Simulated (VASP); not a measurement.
Wanted: the native input for a VASP 6.6.1 run.

```yaml
Task: single point
Functional: revPBE
Potentials_or_basis: VASP PAW PBE potentials, release 64 (Zn, S)
Cutoff: 500 eV
k_mesh: 4 × 4 × 4
Occupations: gaussian, width 0.01 eV
Spin: no spin polarisation
Dipole_correction: no
Further_INCAR_settings: ALGO = Normal; EDIFF = 1e-06; NBANDS = 16
```

The structure of ZnS lies in POSCAR:

```
ZnS
1.0
    0.0000000000      2.7020000000      2.7020000000
    2.7020000000      0.0000000000      2.7020000000
    2.7020000000      2.7020000000      0.0000000000
Zn S
1 1
Direct
    0.2500000000      0.2500000000      0.2500000000
    0.0000000000      0.0000000000      0.0000000000
```

The input as run:

INCAR

```
PREC = Accurate
ENCUT = 500
EDIFF = 1E-6
ISMEAR = 0
SIGMA = 0.01
LREAL = False
LASPH = True
NELM = 120
ALGO = Normal
ISIF = 2
LWAVE = False
LCHARG = True
GGA = RE
LELF = True
LVHAR = True
NBANDS = 16
GGA_COMPAT = False
```

KPOINTS

```
regular mesh
0
Gamma
  4 4 4
```

Potentials or basis: VASP PAW PBE potentials, release 64 (Zn, S).

Run with:

```bash
$ cat potpaw_PBE.64/Zn/POTCAR potpaw_PBE.64/S/POTCAR > POTCAR
$ mpirun -np 1 vasp_std > vasp.out
```

It gave:

The pressure is 3.9 GPa and the band gap on the k mesh is 2.23 eV, direct.

Caveat: the k points lie up to 0.50 Å⁻¹ apart; the PAW data sets were made with another functional, which shifts forces and pressure a little.

It used 4.9 s of CPU time on 1 thread of AMD EPYC 9R45 (Zen 5), on a shared host.
